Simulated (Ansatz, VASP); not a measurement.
# One calculation of B5As2, two programs

```xyz
7
Lattice="-0.0024 -3.1559 0.0007 -2.9316 1.5756 0.0012 0.5200 0.0022 -8.4125" Properties=species:S:1:pos:R:3 pbc="T T T"
B    -2.6741   -1.5819   -4.2045
B    -1.2955    0.0011   -4.6734
B    -1.1183   -1.5773   -3.7377
B     0.0237    0.0006   -0.8495
B    -2.4377   -1.5781   -7.5610
As   -1.4056   -0.0007   -6.7533
As   -1.0083   -1.5770   -1.6572
```

Change from the starting cell: cell x1, atoms moved at random (sigma 0.05 Å) and cell strained at random (1.5 %), then relaxed without symmetry.

Alike in both runs: functional PBE; k mesh 8 × 8 × 4; occupations gaussian, width 0.2 eV; no spin polarisation.

Ansatz relaxed the structure, and its values are those at the end. VASP's run is a single point on that final structure, the one shown.

|  | VASP | Ansatz |
| --- | --- | --- |
| version | VASP 6.6.1 | Ansatz 0.2.0 |
| potentials or method | VASP PAW PBE potentials, release 64 (B, As), cutoff 520 eV | scalar-relativistic, plane waves, PAW |
| valence electrons in the cell | 25 | 45 |

VASP gave:

```
gap on the k mesh at the Fermi level (eV) : none
pressure (GPa)                            : 0.4
rms of the force components (eV/Å)        : 0.022
```

Question: What did Ansatz give for the same quantities?

Answer: gap on the k mesh at the Fermi level (eV): none; pressure (GPa): 0.0; rms of the force components (eV/Å): 0.006.

A gap of «none» marks a metal or a gap that the smearing closes. The functional is the same, so the differences come from potentials, cutoffs and numerics. VASP's potentials hold 25 valence electrons a cell and Ansatz's 45, so a difference there can come from the potentials and not from the codes.
